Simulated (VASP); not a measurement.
Input of a VASP 6.6.1 run:

File INCAR:

```
SYSTEM = MoS2
PREC     = Accurate       ! precision mode
ENCUT    = 520            ! plane-wave cutoff, eV
EDIFF    = 1E-7           ! SCF threshold, eV
ISMEAR   = 1              ! smearing method
SIGMA    = 0.05           ! smearing width, eV
LREAL    = .False.        ! projectors in reciprocal space
LASPH    = .True.         ! aspherical terms in the spheres
NELM     = 100            ! most SCF steps
ALGO     = Normal         ! electronic algorithm
ISIF     = 2              ! what is computed and relaxed
LWAVE    = .False.        ! write WAVECAR
LCHARG   = .False.        ! write CHGCAR
GGA      = PE             ! functional
NBANDS   = 35             ! bands
```

Contents of KPOINTS:

```
regular mesh
0
Gamma
  8 8 2
  0 0 0
```

The input POSCAR:

```
MoS2
1.0
    3.1152777572      0.0000000000      0.0000000000
   -1.5576388786      2.6979101646      0.0000000000
    0.0000000000      0.0000000000     12.1150782834
Mo S
2 4
Direct
    0.3333333333      0.6666666667      0.2500000000
    0.6666666667      0.3333333333      0.7500000000
    0.3333333333      0.6666666667      0.6230000000
    0.6666666667      0.3333333333      0.1230000000
    0.3333333333      0.6666666667      0.8770000000
    0.6666666667      0.3333333333      0.3770000000
```

Potentials or basis: VASP PAW PBE potentials, release 64 (Mo_sv, S).

Command:

```bash
$ cat potpaw_PBE.64/Mo_sv/POTCAR potpaw_PBE.64/S/POTCAR > POTCAR
$ mpirun -np 1 vasp_std > vasp.out
```

Problem. What does it give for the largest force?

Solution. 0.793 eV/Å.

Problem. Estimate the band gap on the k mesh.

Solution. 0.96 eV (least direct gap 2.07 eV).

Problem. What does it give for the pressure?

Solution. 10.5 GPa.

Forces on the atoms (eV/Å):
```
Mo   0.000  0.000  0.000
Mo   0.000  0.000  0.000
S    0.000  0.000 -0.793
S    0.000  0.000 -0.793
S    0.000  0.000  0.793
S    0.000  0.000  0.793
```

Caveat: the cell stands under pressure; this functional lacks dispersion, which binds the layers, so the pressure and a relaxed spacing across them are unreliable. A k mesh can miss the band edges.
